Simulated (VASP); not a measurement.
# MgO (d3.b) (Fm-3m) in VASP: a series of runs

MgO (d3.b) is run at these levels: PBE+D3(BJ); tasks: single point.

Program: VASP 6.6.1. These are calculated values, not measurements. Logs are shortened: lines on timing, memory, paths and dates and some standing lists are left out, and cuts for length are marked.

## (1) The cell of the first run

Symmetry: Fm-3m, No. 225, cubic system. The conventional cell has a = 4.165 Å, b = 4.165 Å, c = 4.165 Å, α = 90.00°, β = 90.00°, γ = 90.00°. Within 2.8 Å of Mg (site symmetry m-3m) lie 6 O at 2.08 Å. Within 2.8 Å of O (site symmetry m-3m) lie 6 Mg at 2.08 Å.

## (2) Single point, PBE+D3(BJ) (volume scaled by 0.97)

File INCAR:

```
PREC = Accurate
ENCUT = 600
EDIFF = 1E-6
ISMEAR = 0
SIGMA = 0.02
LREAL = False
LASPH = True
NELM = 120
ALGO = Normal
ISIF = 2
LWAVE = False
LCHARG = True
GGA = PE
IVDW = 12
LELF = True
LVHAR = True
NBANDS = 11
GGA_COMPAT = False
```

File KPOINTS:

```
regular mesh
0
Gamma
  10 10 10
```

File POSCAR:

```
MgO
1.0
    0.0000000000      2.0825777921      2.0825777921
    2.0825777921      0.0000000000      2.0825777921
    2.0825777921      2.0825777921      0.0000000000
Mg O
1 1
Direct
    0.0000000000      0.0000000000      0.0000000000
    0.5000000000      0.5000000000      0.5000000000
```

Potentials or basis: VASP PAW PBE potentials, release 64 (Mg, O).

Started as:

```sh
> cat potpaw_PBE.64/Mg/POTCAR potpaw_PBE.64/O/POTCAR > POTCAR
> mpirun -np 1 vasp_std > vasp.out
```

OUTCAR:

```text
PREC = Accurate
   ENCUT = 600
   EDIFF = 1E-6
   ISMEAR = 0
   LREAL = False
   LASPH = True
   NELM = 120
   ISIF = 2
   GGA = PE
   IVDW = 12
 IVDW          = 12

 ion  position               nearest neighbor table
   1  0.000  0.000  0.000-   2 2.08   2 2.08   2 2.08   2 2.08   2 2.08   2 2.08
   2  0.500  0.500  0.500-   1 2.08   1 2.08   1 2.08   1 2.08   1 2.08   1 2.08

  LATTYP: Found a face centered cubic cell.
 ALAT       =     4.1651555842

  Lattice vectors:

 A1 = (   0.0000000000,   2.0825777921,   2.0825777921)
 A2 = (   2.0825777921,   0.0000000000,   2.0825777921)
 A3 = (   2.0825777921,   2.0825777921,   0.0000000000)

Analysis of symmetry for initial positions (statically):
=====================================================================
 Subroutine PRICEL returns:
 Original cell was already a primitive cell.

 Routine SETGRP: Setting up the symmetry group for a
 face centered cubic supercell.

 Subroutine GETGRP returns: Found 48 space group operations
 (whereof 48 operations were pure point group operations)
 out of a pool of 48 trial point group operations.

The static configuration has the point symmetry O_h .

Analysis of symmetry for dynamics (positions and initial velocities):
=====================================================================
 Subroutine PRICEL returns:
 Original cell was already a primitive cell.

 Routine SETGRP: Setting up the symmetry group for a
 face centered cubic supercell.

 Subroutine GETGRP returns: Found 48 space group operations
 (whereof 48 operations were pure point group operations)
 out of a pool of 48 trial point group operations.

The dynamic configuration has the point symmetry O_h .

 Subroutine INISYM returns: Found 48 space group operations
 (whereof 48 operations are pure point group operations),
 and found     1 'primitive' translations

----------------------------------------------------------------------------------------

                                     Primitive cell

  volume of cell :      18.0648

  direct lattice vectors                    reciprocal lattice vectors
     0.000000000  2.082577792  2.082577792    -0.240087070  0.240087070  0.240087070
     2.082577792  0.000000000  2.082577792     0.240087070 -0.240087070  0.240087070
     2.082577792  2.082577792  0.000000000     0.240087070  0.240087070 -0.240087070

  length of vectors
     2.945209758  2.945209758  2.945209758     0.415843003  0.415843003  0.415843003

  position of ions in fractional coordinates (direct lattice)
     0.000000000  0.000000000  0.000000000
     0.500000000  0.500000000  0.500000000

  ion indices of the primitive-cell ions
   primitive index   ion index
                 1           1
                 2           2

----------------------------------------------------------------------------------------

 KPOINTS: regular mesh

Automatic generation of k-mesh.
 Grid dimensions read from file:
 generate k-points for:   10   10   10

 Generating k-lattice:

  Cartesian coordinates                     Fractional coordinates (reciprocal lattice)
    -0.024008707  0.024008707  0.024008707     0.100000000  0.000000000  0.000000000
     0.024008707 -0.024008707  0.024008707     0.000000000  0.100000000  0.000000000
     0.024008707  0.024008707 -0.024008707     0.000000000  0.000000000  0.100000000

  Length of vectors
     0.041584300  0.041584300  0.041584300

  Shift w.r.t. Gamma in fractional coordinates (k-lattice)
     0.000000000  0.000000000  0.000000000

 Subroutine IBZKPT returns following result:
 ===========================================

 Found     47 irreducible k-points:

 Following reciprocal coordinates:
            Coordinates               Weight
  0.000000  0.000000  0.000000      1.000000
  0.100000  0.000000  0.000000      8.000000
  0.200000  0.000000  0.000000      8.000000
  0.300000  0.000000  0.000000      8.000000
  0.400000  0.000000  0.000000      8.000000
  0.500000  0.000000  0.000000      4.000000
[... 16 lines left out ...]
  0.300000  0.300000  0.000000      6.000000
  0.400000  0.300000  0.000000     24.000000
 [... further k-points ...]
   k-points           NKPTS =     47   k-points in BZ     NKDIM =     47   number of bands    NBANDS=     11
   number of dos      NEDOS =    301   number of ions     NIONS =      2
   total plane-waves  NPLWV =  13824
   dimension x,y,z NGX =    24 NGY =   24 NGZ =   24
   dimension x,y,z NGXF=    48 NGYF=   48 NGZF=   48
   ions per type =               1   1
   NGX,Y,Z   is equivalent  to a cutoff of  13.55, 13.55, 13.55 a.u.
   NGXF,Y,Z  is equivalent  to a cutoff of  27.09, 27.09, 27.09 a.u.
 SYSTEM =  unknown system
   PREC   = accura    normal or accurate (medium, high low for compatibility)
   ISTART =      0    job   : 0-new  1-cont  2-samecut
   ICHARG =      2    charge: 1-file 2-atom 10-const
   ISPIN  =      1    spin polarized calculation?
   LNONCOLLINEAR =      F non collinear calculations
   LSORBIT =      F    spin-orbit coupling
   LASPH  =      T    aspherical Exc in radial PAW
   ENCUT  =  600.0 eV  44.10 Ry    6.64 a.u.   5.88  5.88  5.88*2*pi/ulx,y,z
   NELM   =    120;   NELMIN=  2; NELMDL= -5     # of ELM steps
   EDIFF  = 0.1E-05   stopping-criterion for ELM
   LREAL  =      F    real-space projection
   EDIFFG = 0.1E-04   stopping-criterion for IOM
   NSW    =      0    number of steps for IOM
   IBRION =     -1    ionic relax: 0-MD 1-quasi-New 2-CG
   NFREE  =      0    steps in history (QN), initial steepest desc. (CG)
   ISIF   =      2    stress and relaxation
   ISYM   =      2    0-nonsym 1-usesym 2-fastsym
   POTIM  = 0.5000    time-step for ionic-motion
   TEBEG  =    0.0;   TEEND  =   0.0 temperature during run
   PSTRESS=    0.0 pullay stress
   NELECT =       8.0000    total number of electrons
   NUPDOWN=      -1.0000    fix difference up-down
   EMIN   =  10.00;   EMAX   =-10.00  energy-range for DOS
   EFERMI =   0.00;   METHOD = LEGACY
   ISMEAR =     0;   SIGMA  =   0.02  broadening in eV -4-tet -1-fermi 0-gaus
   EFERMI_NEDOS =   21; number of points for ismear=-14 and -15
   IALGO  =     38    algorithm
   IMIX   =      4    mixing-type and parameters
     AMIX     =   0.40;   BMIX     =  1.00
     AMIX_MAG =   1.60;   BMIX_MAG =  1.00
  volume/ion in A,a.u.               =       9.03        60.95
  Fermi-wavevector in a.u.,A,eV,Ry     =   1.247844  2.358083 21.185828  1.557114
  Thomas-Fermi vector in A             =   2.381958
   LORBIT       =      0    0 simple, 1 ext, 2 COOP (PROOUT), +10 PAW based schemes
   GGA     = PE    functional components
   LHFCALC =     F    Hartree Fock is set to
   AEXX    =    0.0000 exact exchange contribution
   IVDW    =    12    specifies the selected vdW correction
   LEPSILON=     F    determine dielectric tensor
   LRPA    =     F    only Hartree local field effects (RPA)
 non-spin polarized calculation
 Gauss-broadening in eV      SIGMA  =   0.02
  energy-cutoff  :      600.00
  volume of cell :       18.06
 maximum number of plane-waves:       620
   NGX = 11   NGY = 11   NGZ = 11

 number of electron       8.0000001 magnetization

 Free energy of the ion-electron system (eV)
  ---------------------------------------------------
  ext. energy  EPLUGINS =         0.00000000
  ---------------------------------------------------
  free energy    TOTEN  =       -11.88176832 eV

  energy without entropy =      -11.88176832  energy(sigma->0) =      -11.88176832

 E-fermi :   3.6476     XC(G=0): -11.2385

 val. band max:        3.4416009271   @ k =   0.0000   0.0000   0.0000
 cond. band min:       8.5036421049   @ k =   0.0000   0.0000   0.0000
 fundamental gap:      5.0620411778
 Fermi energy:         3.6475897375

 k-point     1 :       0.0000    0.0000    0.0000
  band No.  band energies     occupation
      1     -13.9966      2.00000
      2       3.4416      2.00000
      3       3.4416      2.00000
      4       3.4416      2.00000
      5       8.5036      0.00000
      6      19.4342      0.00000
      7      19.4342      0.00000
      8      19.4342      0.00000
      9      23.4393      0.00000
     10      25.2543      0.00000
     11      25.2543      0.00000

 k-point     2 :       0.1000    0.0000    0.0000
  band No.  band energies     occupation
      1     -13.8846      2.00000
      2       2.7838      2.00000
      3       3.3702      2.00000
      4       3.3702      2.00000
      5       9.1283      0.00000
      6      18.1749      0.00000
      7      19.6871      0.00000
      8      19.6871      0.00000
      9      24.5741      0.00000
     10      24.5741      0.00000
     11      25.1595      0.00000

 k-point     3 :       0.2000    0.0000    0.0000
  band No.  band energies     occupation
      1     -13.5763      2.00000
      2       1.4294      2.00000
      3       3.1888      2.00000
      4       3.1888      2.00000
      5      10.3198      0.00000
      6      16.6724      0.00000
      7      20.2142      0.00000
      8      20.2142      0.00000
      9      23.8950      0.00000
     10      23.8950      0.00000
     11      26.2535      0.00000

 k-point     4 :       0.3000    0.0000    0.0000
  band No.  band energies     occupation
      1     -13.1583      2.00000
      2       0.0590      2.00000
      3       2.9757      2.00000
      4       2.9757      2.00000
      5      11.2215      0.00000
      6      16.0511      0.00000
      7      20.3926      0.00000
      8      20.3926      0.00000
      9      24.3337      0.00000
     10      24.3337      0.00000
     11      25.6491      0.00000
[... 239 lines left out ...]
 k-point    22 :      -0.2000    0.2000    0.0000
  band No.  band energies     occupation
      1     -13.0346      2.00000
      2       0.2635      2.00000
      3       2.0521      2.00000
      4       2.9696      2.00000
      5      12.2202      0.00000
      6      15.5339      0.00000
      7      18.9398      0.00000
      8      21.6504      0.00000
      9      22.1736      0.00000
     10      25.2084      0.00000
     11      28.8829      0.00000

 k-point    23 :       0.3000    0.3000    0.0000
  band No.  band energies     occupation
      1     -12.9451      2.00000
      2       0.2011      2.00000
      3       2.4701      2.00000
      4       2.4701      2.00000
      5      12.6562      0.00000
      6      13.9453      0.00000
      7      18.2495      0.00000
      8      21.7923      0.00000
      9      21.7923      0.00000
     10      27.9694      0.00000
     11      31.5214      0.00000

 k-point    24 :       0.4000    0.3000    0.0000
  band No.  band energies     occupation
      1     -12.6811      2.00000
      2      -0.2440      2.00000
      3       2.0900      2.00000
      4       2.3171      2.00000
      5      13.3163      0.00000
      6      13.7677      0.00000
      7      17.4087      0.00000
      8      22.0684      0.00000
      9      22.2810      0.00000
     10      28.7481      0.00000
     11      31.1047      0.00000

 [... further k-points ...]

------------------------ aborting loop because EDIFF is reached ----------------------------------------

 Edisp (eV)   -0.60688

 E8    (eV) :    -0.2377

  FORCE on cell =-STRESS in cart. coord.  units (eV):
  Direction    XX          YY          ZZ          XY          YZ          ZX
  --------------------------------------------------------------------------------------
  -------------------------------------------------------------------------------------
  Total       0.47172     0.47172     0.47172     0.00000     0.00000    -0.00000
  in kB      41.83709    41.83709    41.83709     0.00000     0.00000    -0.00000
  external pressure =       41.84 kB  Pullay stress =        0.00 kB

 VOLUME and BASIS-vectors are now :
 -----------------------------------------------------------------------------
  energy-cutoff  :      600.00
  volume of cell :       18.06
      direct lattice vectors                 reciprocal lattice vectors
     0.000000000  2.082577792  2.082577792    -0.240087070  0.240087070  0.240087070
     2.082577792  0.000000000  2.082577792     0.240087070 -0.240087070  0.240087070
     2.082577792  2.082577792  0.000000000     0.240087070  0.240087070 -0.240087070

 POSITION                                       TOTAL-FORCE (eV/Angst)
 -----------------------------------------------------------------------------------
      0.00000      0.00000      0.00000        -0.000000     -0.000000      0.000000
      2.08258      2.08258      2.08258         0.000000      0.000000      0.000000
 -----------------------------------------------------------------------------------
    total drift:                               -0.000000     -0.000000      0.000000

  FREE ENERGIE OF THE ION-ELECTRON SYSTEM (eV)
  ---------------------------------------------------
  free  energy   TOTEN  =       -12.4886459589 eV

  energy  without entropy=      -12.4886459589  energy(sigma->0) =      -12.48864596
```

It took 11 s on 1 thread of Intel Xeon 8259CL, shared host; peak memory 0.15 GiB.

Results:

```
Free energy                : -12.4886 eV
Pressure                   : 4.2 GPa
Band gap on the k mesh     : 5.06 eV, direct
Dispersion energy per atom : -0.303 eV
```

## (3) Single point, PBE+D3(BJ) (volume scaled by 0.94)

File INCAR:

```
SYSTEM = MgO
ALGO = Normal
EDIFF = 1E-6
ENCUT = 600
GGA = PE
GGA_COMPAT = .FALSE.
ISIF = 2
ISMEAR = 0
IVDW = 12
LASPH = .TRUE.
LCHARG = .TRUE.
LELF = .TRUE.
LREAL = .FALSE.
LVHAR = .TRUE.
LWAVE = .FALSE.
NBANDS = 11
NELM = 120
PREC = Accurate
SIGMA = 0.02
```

File KPOINTS:

```
k-points
0
G
  10 10 10
  0 0 0
```

File POSCAR:

```
MgO
1.0
    0.0000000000      2.0608826958      2.0608826958
    2.0608826958      0.0000000000      2.0608826958
    2.0608826958      2.0608826958      0.0000000000
Mg O
1 1
Direct
    0.0000000000      0.0000000000      0.0000000000
    0.5000000000      0.5000000000      0.5000000000
```

Potentials or basis: VASP PAW PBE potentials, release 64 (Mg, O).

Started as:

```sh
> cat potpaw_PBE.64/Mg/POTCAR potpaw_PBE.64/O/POTCAR > POTCAR
> mpirun -np 1 vasp_std > vasp.out
```

Wall time 13 s (1 thread of Intel Xeon 8259CL, shared host); peak memory 0.16 GiB.

It converged, with:

- Free energy: -12.4622 eV
- Pressure: 10.2 GPa
- Band gap on the k mesh: 5.39 eV, direct
- Dispersion energy per atom: -0.313 eV

Levels at points of the mesh, in eV from the valence-band top:
```
           k point  band 2  band 3  band 4  band 5  band 6  band 7
(0.00, 0.00, 0.00)    0.00    0.00    0.00    5.39   16.17   16.17
(0.50, 0.00, 0.00)   -4.91   -0.73   -0.73    8.32   13.36   16.99
(0.50, 0.50, 0.00)   -4.36   -1.44   -1.44    9.19   10.70   13.81
```

## (4) Single point, PBE+D3(BJ) (volume scaled by 0.91)

File INCAR:

```
SYSTEM = MgO
PREC = Accurate
ENCUT = 600
EDIFF = 1E-6
ISMEAR = 0
SIGMA = 0.02
LREAL = .False.
LASPH = .True.
NELM = 120
ALGO = Normal
ISIF = 2
LWAVE = .False.
LCHARG = .False.
GGA = PE
IVDW = 12
NBANDS = 11
GGA_COMPAT = .False.
```

File KPOINTS:

```
Automatic mesh
0
Gamma
  10 10 10
  0 0 0
```

File POSCAR:

```
MgO
1.0
    0.0000000000      2.0387209492      2.0387209492
    2.0387209492      0.0000000000      2.0387209492
    2.0387209492      2.0387209492      0.0000000000
Mg O
1 1
Direct
    0.0000000000      0.0000000000      0.0000000000
    0.5000000000      0.5000000000      0.5000000000
```

Started as:

```sh
> cat potpaw_PBE.64/Mg/POTCAR potpaw_PBE.64/O/POTCAR > POTCAR
> mpirun -np 1 vasp_std > vasp.out
```

It took 11 s on 1 thread of Intel Xeon 8259CL, shared host; peak memory 0.15 GiB.

It converged, with:

```yaml
Free_energy: -12.4129 eV
Pressure: 17.3 GPa
Band_gap_on_the_k_mesh: 5.74 eV, direct
Dispersion_energy_per_atom: -0.324 eV
```

Levels at points of the mesh, in eV from the valence-band top:
```
           k point  band 1  band 2  band 3  band 4  band 5  band 6  band 7  band 8
(0.00, 0.00, 0.00)  -17.79    0.00    0.00    0.00    5.74   16.35   16.35   16.35
(0.50, 0.00, 0.00)  -16.25   -5.06   -0.77   -0.77    8.54   13.74   17.34   17.34
(0.50, 0.50, 0.00)  -15.96   -4.50   -1.49   -1.49    9.22   11.08   14.17   20.52
```

(Part 1 of 3 ends here.)
